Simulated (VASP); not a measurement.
A run of VASP 6.6.1 is set up as follows.

The input INCAR:

```
SYSTEM = Ge
PREC = Accurate
ENCUT = 520
EDIFF = 1E-6
ISMEAR = -1
SIGMA = 0.1
LREAL = .FALSE.
LASPH = .TRUE.
NELM = 60
ALGO = Normal
ISIF = 2
LWAVE = .FALSE.
LCHARG = .FALSE.
NBANDS = 13
```

The input KPOINTS:

```
Automatic mesh
0
G
  22 22 22
  0 0 0
```

The input POSCAR:

```
Ge
1.0
   -1.6483398522      1.6483398522      1.6483398522
    1.6483398522     -1.6483398522      1.6483398522
    1.6483398522      1.6483398522     -1.6483398522
Ge
1
Direct
    0.0000000000      0.0000000000      0.0000000000
```

Potentials or basis: VASP PAW LDA potentials, release 64 (Ge_d).

Command:

```sh
$ cat potpaw_LDA.64/Ge_d/POTCAR > POTCAR
$ mpirun -np 1 vasp_std > vasp.out
```

Predict the band gap on the k mesh.

zero (bands 7 and 8 overlap by 12.70 eV).

Estimate the pressure.

-0.1 GPa.
